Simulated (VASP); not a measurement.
# Ge (Cmmm) in VASP: further runs, part 4 of 4

VASP 6.6.1.

## Step 5: Single point, PBEsol (strain -0.030 along x and y, +0.030 along z)

Input file INCAR:

```
SYSTEM = Ge
PREC = Accurate
ENCUT = 520
EDIFF = 1E-7
ISMEAR = 0
SIGMA = 0.15
LREAL = .FALSE.
LASPH = .TRUE.
NELM = 60
ALGO = Normal
ISIF = 2
LWAVE = .FALSE.
LCHARG = .FALSE.
GGA = PS
NBANDS = 13
```

Input file KPOINTS:

```
regular mesh
0
G
  24 24 22
  0 0 0
```

Input file POSCAR:

```
Ge
1.0
    1.3411274465     -2.4439162040      0.0000000000
    1.3411274465      2.4439162040      0.0000000000
    0.0000000000      0.0000000000      2.7220096156
Ge
1
Direct
    0.5000000000      0.5000000000      0.0000000000
```

Potentials or basis: VASP PAW PBE potentials, release 64 (Ge_d).

The run is started by

```bash
cat potpaw_PBE.64/Ge_d/POTCAR > POTCAR
mpirun -np 1 vasp_std > vasp.out
```

OUTCAR:

```text
SYSTEM = Ge
   PREC = Accurate
   ENCUT = 520
   EDIFF = 1E-7
   ISMEAR = 0
   LREAL = .FALSE.
   LASPH = .TRUE.
   NELM = 60
   ISIF = 2
   GGA = PS

 ion  position               nearest neighbor table
   1  0.500  0.500  0.000-

  LATTYP: Found a base centered orthorhombic cell.
 ALAT       =     2.6822548930
 B/A-ratio  =     1.8222848323
 C/A-ratio  =     1.0148213813

  Lattice vectors:

 A1 = (   1.3411274465,  -2.4439162040,   0.0000000000)
 A2 = (   1.3411274465,   2.4439162040,   0.0000000000)
 A3 = (   0.0000000000,   0.0000000000,   2.7220096156)

Analysis of symmetry for initial positions (statically):
=====================================================================
 Subroutine PRICEL returns:
 Original cell was already a primitive cell.

 Routine SETGRP: Setting up the symmetry group for a
 base centered orthorhombic supercell.

 Subroutine GETGRP returns: Found  8 space group operations
 (whereof  8 operations were pure point group operations)
 out of a pool of  8 trial point group operations.

The static configuration has the point symmetry D_2h.

Analysis of symmetry for dynamics (positions and initial velocities):
=====================================================================
 Subroutine PRICEL returns:
 Original cell was already a primitive cell.

 Routine SETGRP: Setting up the symmetry group for a
 base centered orthorhombic supercell.

 Subroutine GETGRP returns: Found  8 space group operations
 (whereof  8 operations were pure point group operations)
 out of a pool of  8 trial point group operations.

The dynamic configuration has the point symmetry D_2h.

 Subroutine INISYM returns: Found  8 space group operations
 (whereof  8 operations are pure point group operations),
 and found     1 'primitive' translations

----------------------------------------------------------------------------------------

                                     Primitive cell

  volume of cell :      17.8433

  direct lattice vectors                    reciprocal lattice vectors
     1.341127447 -2.443916204  0.000000000     0.372820645 -0.204589666  0.000000000
     1.341127447  2.443916204  0.000000000     0.372820645  0.204589666  0.000000000
     0.000000000  0.000000000  2.722009616     0.000000000  0.000000000  0.367375631

  length of vectors
     2.787713981  2.787713981  2.722009616     0.425267169  0.425267169  0.367375631

  position of ions in fractional coordinates (direct lattice)
     0.500000000  0.500000000  0.000000000

  ion indices of the primitive-cell ions
   primitive index   ion index
                 1           1

----------------------------------------------------------------------------------------

 KPOINTS: regular mesh

Automatic generation of k-mesh.
 Grid dimensions read from file:
 generate k-points for:   24   24   22

 Generating k-lattice:

  Cartesian coordinates                     Fractional coordinates (reciprocal lattice)
     0.015534194 -0.008524569  0.000000000     0.041666667  0.000000000  0.000000000
     0.015534194  0.008524569  0.000000000     0.000000000  0.041666667  0.000000000
     0.000000000  0.000000000  0.016698892     0.000000000  0.000000000  0.045454545

  Length of vectors
     0.017719465  0.017719465  0.016698892

  Shift w.r.t. Gamma in fractional coordinates (k-lattice)
     0.000000000  0.000000000  0.000000000

 Subroutine IBZKPT returns following result:
 ===========================================

 Found   1884 irreducible k-points:

 Following reciprocal coordinates:
            Coordinates               Weight
  0.000000  0.000000  0.000000      1.000000
  0.041667  0.000000  0.000000      4.000000
  0.083333 -0.000000  0.000000      4.000000
  0.125000  0.000000  0.000000      4.000000
  0.166667  0.000000  0.000000      4.000000
  0.208333  0.000000  0.000000      4.000000
[... 16 lines left out ...]
  0.416667  0.041667  0.000000      4.000000
  0.458333  0.041667  0.000000      4.000000
 [... further k-points ...]
   k-points           NKPTS =   1884   k-points in BZ     NKDIM =   1884   number of bands    NBANDS=     13
   number of dos      NEDOS =    301   number of ions     NIONS =      1
   total plane-waves  NPLWV =  11520
   dimension x,y,z NGX =    24 NGY =   24 NGZ =   20
   dimension x,y,z NGXF=    48 NGYF=   48 NGZF=   40
   ions per type =               1
   NGX,Y,Z   is equivalent  to a cutoff of  14.31, 14.31, 12.21 a.u.
   NGXF,Y,Z  is equivalent  to a cutoff of  28.62, 28.62, 24.43 a.u.
 SYSTEM =  Ge
   PREC   = accura    normal or accurate (medium, high low for compatibility)
   ISTART =      0    job   : 0-new  1-cont  2-samecut
   ICHARG =      2    charge: 1-file 2-atom 10-const
   ISPIN  =      1    spin polarized calculation?
   LNONCOLLINEAR =      F non collinear calculations
   LSORBIT =      F    spin-orbit coupling
   LASPH  =      T    aspherical Exc in radial PAW
   ENCUT  =  520.0 eV  38.22 Ry    6.18 a.u.   5.18  5.18  5.06*2*pi/ulx,y,z
   NELM   =     60;   NELMIN=  2; NELMDL= -5     # of ELM steps
   EDIFF  = 0.1E-06   stopping-criterion for ELM
   LREAL  =      F    real-space projection
   EDIFFG = 0.1E-05   stopping-criterion for IOM
   NSW    =      0    number of steps for IOM
   IBRION =     -1    ionic relax: 0-MD 1-quasi-New 2-CG
   NFREE  =      0    steps in history (QN), initial steepest desc. (CG)
   ISIF   =      2    stress and relaxation
   ISYM   =      2    0-nonsym 1-usesym 2-fastsym
   POTIM  = 0.5000    time-step for ionic-motion
   TEBEG  =    0.0;   TEEND  =   0.0 temperature during run
   PSTRESS=    0.0 pullay stress
   NELECT =      14.0000    total number of electrons
   NUPDOWN=      -1.0000    fix difference up-down
   EMIN   =  10.00;   EMAX   =-10.00  energy-range for DOS
   EFERMI =   0.00;   METHOD = LEGACY
   ISMEAR =     0;   SIGMA  =   0.15  broadening in eV -4-tet -1-fermi 0-gaus
   EFERMI_NEDOS =   21; number of points for ismear=-14 and -15
   IALGO  =     38    algorithm
   IMIX   =      4    mixing-type and parameters
     AMIX     =   0.40;   BMIX     =  1.00
     AMIX_MAG =   1.60;   BMIX_MAG =  1.00
  volume/ion in A,a.u.               =      17.84       120.41
  Fermi-wavevector in a.u.,A,eV,Ry     =   1.509937  2.853367 31.020057  2.279910
  Thomas-Fermi vector in A             =   2.620193
   LORBIT       =      0    0 simple, 1 ext, 2 COOP (PROOUT), +10 PAW based schemes
   GGA     = PS    functional components
   LHFCALC =     F    Hartree Fock is set to
   AEXX    =    0.0000 exact exchange contribution
   IVDW    =     0    specifies the selected vdW correction
   LEPSILON=     F    determine dielectric tensor
   LRPA    =     F    only Hartree local field effects (RPA)
 non-spin polarized calculation
 Gauss-broadening in eV      SIGMA  =   0.15
  energy-cutoff  :      520.00
  volume of cell :       17.84
 maximum number of plane-waves:       491
 NGX is ok and might be reduce to    24
   NGX = 11   NGY = 11   NGZ = 11

 number of electron      14.0000002 magnetization

 Free energy of the ion-electron system (eV)
  ---------------------------------------------------
  ext. energy  EPLUGINS =         0.00000000
  ---------------------------------------------------
  free energy    TOTEN  =        -4.71994272 eV

  energy without entropy =       -4.71533126  energy(sigma->0) =       -4.71763699

 E-fermi :   7.1232     XC(G=0): -11.6595

 val. band max:        7.1225237371   @ k =   0.4167   0.2083   0.2273
 cond. band min:       7.1238569361   @ k =   0.5000   0.2917   0.5000
 fundamental gap:      0.0013331991
 Fermi energy:         7.1231878466

 k-point     1 :       0.0000    0.0000    0.0000
  band No.  band energies     occupation
      1     -17.6217      2.00000
      2     -17.5634      2.00000
      3     -17.5096      2.00000
      4     -17.3684      2.00000
      5     -17.3540      2.00000
      6      -6.5980      2.00000
      7      12.6792      0.00000
      8      16.2078      0.00000
      9      16.5163      0.00000
     10      17.4253      0.00000
     11      21.3730      0.00000
     12      23.2438      0.00000
     13      23.4686      0.00000
[... 353 lines left out ...]
 k-point    24 :       0.4583    0.0417    0.0000
  band No.  band energies     occupation
      1     -17.6173      2.00000
      2     -17.4742      2.00000
      3     -17.4433      2.00000
      4     -17.3865      2.00000
      5     -17.3539      2.00000
      6      -0.6456      2.00000
      7       1.4086      2.00000
      8      11.0972      0.00000
      9      16.1720      0.00000
     10      17.3724      0.00000
     11      22.6595      0.00000
     12      23.2661      0.00000
     13      23.8984      0.00000

 [... further k-points ...]
[... 5 lines left out ...]
  --------------------------------------------------------------------------------------
  -------------------------------------------------------------------------------------
  Total        0.9376030      0.6315767     -0.4739718      0.0000000      0.0000000      0.0000000
  in kB       84.1886555     56.7101347    -42.5585751      0.0000000      0.0000000      0.0000000
  external PRESSURE =      32.7800717 kB  Pullay stress =       0.0000000 kB

 VOLUME and BASIS-vectors are now :
 -----------------------------------------------------------------------------
  energy-cutoff  :      520.00
  volume of cell :       17.84
      direct lattice vectors                 reciprocal lattice vectors
     1.341127447 -2.443916204  0.000000000     0.372820645 -0.204589666  0.000000000
     1.341127447  2.443916204  0.000000000     0.372820645  0.204589666  0.000000000
     0.000000000  0.000000000  2.722009616     0.000000000  0.000000000  0.367375631

 POSITION                                       TOTAL-FORCE (eV/Angst)
 -----------------------------------------------------------------------------------
      1.34113      0.00000      0.00000        -0.000000      0.000000      0.000000
 -----------------------------------------------------------------------------------
    total drift:                               -0.000000     -0.000000     -0.000000

  FREE ENERGIE OF THE ION-ELECTRON SYSTEM (eV)
  ---------------------------------------------------
  free  energy   TOTEN  =        -4.7199427193 eV

  energy  without entropy=       -4.7153312599  energy(sigma->0) =       -4.71763699
```

Run time: 1.7 min. Hardware: 1 thread of Intel Xeon 6975P-C (Granite Rapids), shared host; peak memory 0.48 GiB.

Results:

| Property | Result |
| --- | --- |
| Free energy | -4.7199 eV |
| Pressure | 3.3 GPa |
| Band gap on the k mesh | zero (band 7 reaches 13.15 eV, above the bottom of band 8 at 3.60 eV) |

Caveat: the cell differs from its parent crystal (strain -0.030 along x and y, +0.030 along z); the PAW data sets were made with another functional, which shifts forces and pressure a little.

## Step 6: Single point, PBEsol (strain +0.000 along x and y, -0.030 along z)

Input file INCAR:

```
SYSTEM = Ge
PREC = Accurate
ENCUT = 520
EDIFF = 1E-6
ISMEAR = 0
SIGMA = 0.15
LREAL = .FALSE.
LASPH = .TRUE.
NELM = 100
ALGO = Normal
ISIF = 2
LWAVE = .FALSE.
LCHARG = .TRUE.
GGA = PS
LELF = .TRUE.
LVHAR = .TRUE.
NBANDS = 13
```

KPOINTS is that of step 5.

Input file POSCAR:

```
Ge
1.0
    1.3826056149     -2.5195012412      0.0000000000
    1.3826056149      2.5195012412      0.0000000000
    0.0000000000      0.0000000000      2.5634459486
Ge
1
Direct
    0.5000000000      0.5000000000      0.0000000000
```

Potentials or basis: VASP PAW PBE potentials, release 64 (Ge_d).

The run is started by

```bash
cat potpaw_PBE.64/Ge_d/POTCAR > POTCAR
mpirun -np 1 vasp_std > vasp.out
```

Run time: 87 s. Hardware: 1 thread of Intel Xeon 6975P-C (Granite Rapids), shared host; peak memory 0.48 GiB.

Results (log left out):

```
Free energy            : -4.7411 eV
Pressure               : 2.5 GPa
Band gap on the k mesh : zero (band 7 reaches 14.71 eV, above the bottom of band 8 at 3.37 eV)
```

Stress tensor (GPa, compression positive):
```
 1.70  0.00  0.00
 0.00 -0.98  0.00
 0.00  0.00  6.75
```

Levels at points of the mesh, in eV from the Fermi level:
```tsv
k point	band 4	band 5	band 6	band 7	band 8	band 9	band 10	band 11
(0.00, 0.00, 0.00)	-24.49	-24.48	-13.69	7.59	8.00	8.67	11.01	13.19
(0.50, 0.00, 0.00)	-24.51	-24.50	-8.34	-5.95	3.49	7.55	12.16	17.73
(0.50, 0.50, 0.00)	-24.52	-24.49	-8.99	-6.12	4.81	8.80	11.65	17.52
(0.00, 0.00, 0.50)	-24.58	-24.51	-9.08	-6.33	11.14	12.24	16.51	17.19
(0.50, 0.00, 0.50)	-24.51	-24.38	-3.24	-2.26	-2.12	3.40	7.03	12.52
(0.50, 0.50, 0.50)	-24.51	-24.40	-3.97	-2.59	-2.39	3.11	8.37	13.88
```

Caveat: the cell differs from its parent crystal (strain +0.000 along x and y, -0.030 along z); the PAW data sets were made with another functional, which shifts forces and pressure a little.

## Step 7: Summary

```csv
cell,gap on the mesh (eV),pressure (GPa)
"a = 2.917, b = 2.917, c = 2.682 Å, angles 90.0, 90.0, 122.5°, 1 atom",none,-3.2
"a = 2.788, b = 2.788, c = 2.682 Å, angles 90.0, 90.0, 122.5°, 1 atom",none,4.4
"a = 2.831, b = 2.831, c = 2.603 Å, angles 90.0, 90.0, 122.5°, 1 atom",none,3.8
"a = 2.788, b = 2.788, c = 2.722 Å, angles 90.0, 90.0, 122.5°, 1 atom",none,3.3
"a = 2.874, b = 2.874, c = 2.563 Å, angles 90.0, 90.0, 122.5°, 1 atom",none,2.5
```

Alike in all rows: task single point; level PBEsol; potentials or basis VASP PAW PBE potentials, release 64 (Ge_d); no spin polarisation; k mesh 24 × 24 × 22; cutoff (eV) 520; smearing gaussian 0.15 eV.

Caveats: the PAW data sets were made with another functional, which shifts forces and pressure a little.

Total energies depend on the potentials used, so only differences within one code and one set of settings carry meaning.
